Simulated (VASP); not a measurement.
# BeZn3Se4 (Pmm2) in VASP: a series of runs

Aim: see how the results for BeZn3Se4 move with the level of theory and the settings. Levels: PBE, PBEsol. Tasks: single point.

All numbers are computed with VASP 6.6.1; they aren't measurements. Logs are shortened: lines on timing, memory, paths and dates and some standing lists are left out, and cuts for length are marked.

### Step 1. The cell of the first run

Symmetry: Pmm2, No. 25, orthorhombic system. The conventional cell has a = 3.945 Å, b = 7.905 Å, c = 5.609 Å, α = 90.00°, β = 90.00°, γ = 90.00°. Be (site symmetry mm2) has 4 Se at 2.25 to 2.32 Å within 3.0 Å. Zn (site symmetry m) has 4 Se at 2.46 to 2.47 Å within 3.3 Å. Zn (site symmetry mm2) has 4 Se at 2.46 to 2.49 Å within 3.2 Å. Within 3.0 Å of Se (site symmetry m) lie 1 Be at 2.25 Å and 3 Zn at 2.47 to 2.49 Å. Within 3.1 Å of Se (site symmetry mm2) lie 2 Be at 2.32 Å and 2 Zn at 2.47 Å. Within 3.2 Å of Se (site symmetry mm2) lie 4 Zn at 2.46 Å.

### Step 2. Single point, PBE

The input, INCAR:

```
ALGO = Normal
EDIFF = 1E-7
ENCUT = 520
GGA = PE
ISIF = 2
ISMEAR = 0
LASPH = T
LCHARG = F
LREAL = F
LWAVE = F
NBANDS = 41
NELM = 100
PREC = Accurate
SIGMA = 0.1
```

The input, KPOINTS:

```
k-points
0
Gamma
  4 2 4
```

The input, POSCAR:

```
BeZn3Se4
1.0
    3.9447850000      0.0000000000      0.0000000000
    0.0000000000      7.9054789000      0.0000000000
    0.0000000000      0.0000000000      5.6089789000
Be Zn Se
1 3 4
Direct
    0.5000000000      0.0000000000      0.5047950000
    0.0000000000      0.7624020000      0.0003780000
    0.0000000000      0.2375980000      0.0003780000
    0.5000000000      0.5000000000      0.4982920000
    0.5000000000      0.7667240000      0.7358410000
    0.0000000000      0.0000000000      0.2872140000
    0.5000000000      0.2332760000      0.7358410000
    0.0000000000      0.5000000000      0.2372610000
```

Potentials or basis: VASP PAW PBE potentials, release 64 (Be, Zn, Se).

Started as:

```bash
$ cat potpaw_PBE.64/Be/POTCAR potpaw_PBE.64/Zn/POTCAR potpaw_PBE.64/Se/POTCAR > POTCAR
$ mpirun -np 1 vasp_std > vasp.out
```

OUTCAR:

```text
EDIFF = 1E-7
   ENCUT = 520
   GGA = PE
   ISIF = 2
   ISMEAR = 0
   LASPH = T
   LREAL = F
   NELM = 100
   PREC = Accurate

 ion  position               nearest neighbor table
   1  0.500  0.000  0.505-   7 2.25   5 2.25   6 2.32   6 2.32
   2  0.000  0.762  0.000-   8 2.46   5 2.47   5 2.47   6 2.47
   3  0.000  0.238  0.000-   8 2.46   7 2.47   7 2.47   6 2.47
   4  0.500  0.500  0.498-   8 2.46   8 2.46   5 2.49   7 2.49
   5  0.500  0.767  0.736-   1 2.25   2 2.47   2 2.47   4 2.49
   6  0.000  0.000  0.287-   1 2.32   1 2.32   3 2.47   2 2.47
   7  0.500  0.233  0.736-   1 2.25   3 2.47   3 2.47   4 2.49
   8  0.000  0.500  0.237-   4 2.46   4 2.46   2 2.46   3 2.46

  LATTYP: Found a simple orthorhombic cell.
 ALAT       =     3.9447850000
 B/A-ratio  =     1.4218718891
 C/A-ratio  =     2.0040328941

  Lattice vectors:

 A1 = (  -3.9447850000,   0.0000000000,   0.0000000000)
 A2 = (   0.0000000000,   0.0000000000,   5.6089789000)
 A3 = (   0.0000000000,   7.9054789000,   0.0000000000)

Analysis of symmetry for initial positions (statically):
=====================================================================
 Subroutine PRICEL returns:
 Original cell was already a primitive cell.

 Routine SETGRP: Setting up the symmetry group for a
 simple orthorhombic supercell.

 Subroutine GETGRP returns: Found  4 space group operations
 (whereof  4 operations were pure point group operations)
 out of a pool of  8 trial point group operations.

The static configuration has the point symmetry C_2v.

Analysis of symmetry for dynamics (positions and initial velocities):
=====================================================================
 Subroutine PRICEL returns:
 Original cell was already a primitive cell.

 Routine SETGRP: Setting up the symmetry group for a
 simple orthorhombic supercell.

 Subroutine GETGRP returns: Found  4 space group operations
 (whereof  4 operations were pure point group operations)
 out of a pool of  8 trial point group operations.

The dynamic configuration has the point symmetry C_2v.

 Subroutine INISYM returns: Found  4 space group operations
 (whereof  4 operations are pure point group operations),
 and found     1 'primitive' translations

----------------------------------------------------------------------------------------

                                     Primitive cell

[... 99 lines left out ...]
   IBRION =     -1    ionic relax: 0-MD 1-quasi-New 2-CG
   NFREE  =      0    steps in history (QN), initial steepest desc. (CG)
   ISIF   =      2    stress and relaxation
   ISYM   =      2    0-nonsym 1-usesym 2-fastsym
   POTIM  = 0.5000    time-step for ionic-motion
   TEBEG  =    0.0;   TEEND  =   0.0 temperature during run
   PSTRESS=    0.0 pullay stress
   NELECT =      62.0000    total number of electrons
   NUPDOWN=      -1.0000    fix difference up-down
   EMIN   =  10.00;   EMAX   =-10.00  energy-range for DOS
   EFERMI =   0.00;   METHOD = LEGACY
   ISMEAR =     0;   SIGMA  =   0.10  broadening in eV -4-tet -1-fermi 0-gaus
   EFERMI_NEDOS =   21; number of points for ismear=-14 and -15
   IALGO  =     38    algorithm
   IMIX   =      4    mixing-type and parameters
     AMIX     =   0.40;   BMIX     =  1.00
     AMIX_MAG =   1.60;   BMIX_MAG =  1.00
  volume/ion in A,a.u.               =      21.86       147.55
  Fermi-wavevector in a.u.,A,eV,Ry     =   1.158582  2.189403 18.263282  1.342313
  Thomas-Fermi vector in A             =   2.295183
   LORBIT       =      0    0 simple, 1 ext, 2 COOP (PROOUT), +10 PAW based schemes
   GGA     = PE    functional components
   LHFCALC =     F    Hartree Fock is set to
   AEXX    =    0.0000 exact exchange contribution
   IVDW    =     0    specifies the selected vdW correction
   LEPSILON=     F    determine dielectric tensor
   LRPA    =     F    only Hartree local field effects (RPA)
 non-spin polarized calculation
 Gauss-broadening in eV      SIGMA  =   0.10
  energy-cutoff  :      520.00
  volume of cell :      174.92
 maximum number of plane-waves:      4739
 NGX is ok and might be reduce to    30
   NGX = 15   NGY = 29   NGZ = 21

 number of electron      62.0000030 magnetization

 Free energy of the ion-electron system (eV)
  ---------------------------------------------------
  ext. energy  EPLUGINS =         0.00000000
  ---------------------------------------------------
  free energy    TOTEN  =       -26.72850378 eV

  energy without entropy =      -26.72850378  energy(sigma->0) =      -26.72850378

 E-fermi :   2.2592     XC(G=0):  -9.2424

 val. band max:        1.8258136025   @ k =   0.0000   0.0000   0.0000
 cond. band min:       3.4728336686   @ k =   0.0000   0.0000   0.0000
 fundamental gap:      1.6470200661
 Fermi energy:         2.2591504760

 k-point     1 :       0.0000    0.0000    0.0000
  band No.  band energies     occupation
      1     -11.4472      2.00000
      2     -10.6016      2.00000
      3     -10.5995      2.00000
      4     -10.2643      2.00000
      5      -4.6567      2.00000
      6      -4.6523      2.00000
[... 781 lines left out ...]
     40       8.9942      0.00000
     41       9.0407      0.00000

------------------------ aborting loop because EDIFF is reached ----------------------------------------

  FORCE on cell =-STRESS in cart. coord.  units (eV):
  Direction    XX          YY          ZZ          XY          YZ          ZX
  --------------------------------------------------------------------------------------
  -------------------------------------------------------------------------------------
  Total        0.4957365      0.4976619      0.0416323      0.0000000      0.0000000      0.0000000
  in kB        4.5407353      4.5583707      0.3813344      0.0000000      0.0000000      0.0000000
  external PRESSURE =       3.1601468 kB  Pullay stress =       0.0000000 kB

 VOLUME and BASIS-vectors are now :
 -----------------------------------------------------------------------------
  energy-cutoff  :      520.00
  volume of cell :      174.92
      direct lattice vectors                 reciprocal lattice vectors
     3.944785000  0.000000000  0.000000000     0.253499240  0.000000000  0.000000000
     0.000000000  7.905478900  0.000000000     0.000000000  0.126494551  0.000000000
     0.000000000  0.000000000  5.608978900     0.000000000  0.000000000  0.178285570

 POSITION                                       TOTAL-FORCE (eV/Angst)
 -----------------------------------------------------------------------------------
      1.97239      0.00000      2.83138         0.000000      0.000000      0.003619
      0.00000      6.02715      0.00212         0.000000     -0.001027      0.001066
      0.00000      1.87833      0.00212         0.000000      0.001027      0.001066
      1.97239      3.95274      2.79491         0.000000      0.000000      0.006521
      1.97239      6.06132      4.12732         0.000000     -0.001841     -0.023204
      0.00000      0.00000      1.61098         0.000000      0.000000      0.036501
      1.97239      1.84416      4.12732        -0.000000      0.001841     -0.023204
      0.00000      3.95274      1.33079         0.000000      0.000000     -0.002365
 -----------------------------------------------------------------------------------
    total drift:                                0.000000      0.000000      0.000816

  FREE ENERGIE OF THE ION-ELECTRON SYSTEM (eV)
  ---------------------------------------------------
  free  energy   TOTEN  =       -26.7285037798 eV

  energy  without entropy=      -26.7285037798  energy(sigma->0) =      -26.72850378
```

OSZICAR:

```text
N       E                     dE             d eps       ncg     rms          rms(c)
DAV:   1     0.450487647508E+03    0.45049E+03   -0.27486E+04  1476   0.164E+03
DAV:   2     0.284695868525E+02   -0.42202E+03   -0.40063E+03  1484   0.371E+02
DAV:   3    -0.258242560310E+02   -0.54294E+02   -0.53235E+02  1731   0.130E+02
DAV:   4    -0.278638360997E+02   -0.20396E+01   -0.20301E+01  1743   0.245E+01
DAV:   5    -0.278880274858E+02   -0.24191E-01   -0.24180E-01  1776   0.261E+00    0.848E+00
DAV:   6    -0.267635619207E+02    0.11245E+01   -0.23934E+00  2083   0.359E+01    0.653E+00
DAV:   7    -0.267240209346E+02    0.39541E-01   -0.17420E+00  1750   0.611E+00    0.256E+00
DAV:   8    -0.267266734047E+02   -0.26525E-02   -0.85850E-02  1755   0.353E+00    0.806E-01
DAV:   9    -0.267278544451E+02   -0.11810E-02   -0.16053E-02  1855   0.287E+00    0.172E-01
DAV:  10    -0.267281248658E+02   -0.27042E-03   -0.40676E-03  1739   0.110E+00    0.103E-01
DAV:  11    -0.267284306755E+02   -0.30581E-03   -0.12563E-03  1981   0.463E-01    0.416E-02
DAV:  12    -0.267284841258E+02   -0.53450E-04   -0.53053E-04  1786   0.265E-01    0.176E-02
DAV:  13    -0.267284987563E+02   -0.14631E-04   -0.69561E-05  1791   0.542E-02    0.842E-03
DAV:  14    -0.267285033541E+02   -0.45978E-05   -0.94536E-06  1591   0.242E-02    0.386E-03
DAV:  15    -0.267285035572E+02   -0.20306E-06   -0.62282E-07  1902   0.130E-02    0.193E-03
DAV:  16    -0.267285037180E+02   -0.16076E-06   -0.81794E-07  1569   0.110E-02    0.935E-04
DAV:  17    -0.267285037798E+02   -0.61841E-07   -0.78313E-08  1122   0.457E-03
   1 F= -.26728504E+02 E0= -.26728504E+02  d E =-.124029E-10
```

stdout:

```text
POSCAR found type information on POSCAR BeZnSe
 POSCAR found :  3 types and       8 ions
 scaLAPACK will be used
 LDA part: xc-table for (Slater+PW92), standard interpolation
 POSCAR, INCAR and KPOINTS ok, starting setup
 FFT: planning ... GRIDC
 FFT: planning ... GRID_SOFT
 FFT: planning ... GRID
 WAVECAR not read
 entering main loop
```

It took 1.7 min on 1 thread of Intel Xeon 6975P-C (Granite Rapids), shared host; peak memory 0.31 GiB.

What came out:

```
Free energy            : -26.7285 eV
Pressure               : 0.3 GPa
Largest force          : 0.037 eV/Å
Band gap on the k mesh : 1.65 eV, direct
```

Forces on the atoms (eV/Å):
```
Be   0.000  0.000  0.004
Zn   0.000 -0.001  0.001
Zn   0.000  0.001  0.001
Zn   0.000  0.000  0.007
Se   0.000 -0.002 -0.023
Se   0.000  0.000  0.037
Se   0.000  0.002 -0.023
Se   0.000  0.000 -0.002
```

PBE gaps usually lie below the measured ones, often by a third to a half.

[end of part 1 of 3]
